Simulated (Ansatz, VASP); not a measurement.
# TaN: VASP beside Ansatz

```xyz
2
Lattice="0.0000 2.2110 2.2110 2.2110 0.0000 2.2110 2.2110 2.2110 0.0000" Properties=species:S:1:pos:R:3 pbc="T T T"
Ta    0.0000    0.0000    0.0000
N     2.2110    2.2110    2.2110
```

Alike in both runs: functional PBE; k mesh 4 × 4 × 4; occupations gaussian, width 0.1 eV; no spin polarisation.

Ansatz relaxed the structure, and its values are those at the end. VASP's run is a single point on that final structure, the one shown.

```csv
,VASP,Ansatz
version,VASP 6.6.1,Ansatz 0.2.0
potentials or method,"VASP PAW PBE potentials, release 64 (Ta_pv, N)","scalar-relativistic, plane waves, PAW"
plane-wave cutoff (eV),520,420
valence electrons in the cell,16,18
```

Ansatz gave:

| Quantity | Value |
| --- | --- |
| gap on the k mesh at the Fermi level (eV) | none |
| pressure (GPa) | 0.0 |

Problem. Estimate VASP's values.

Solution. gap on the k mesh at the Fermi level (eV): none; pressure (GPa): 0.7.

A gap of «none» marks a metal or a gap that the smearing closes. With one functional, cell and mesh, what is left measures potentials, basis and numerics. VASP's potentials hold 16 valence electrons a cell and Ansatz's 18, so a difference there can come from the potentials and not from the codes.

The k mesh is coarse, so the values compare programs but aren't converged. Spin-orbit coupling is off throughout.
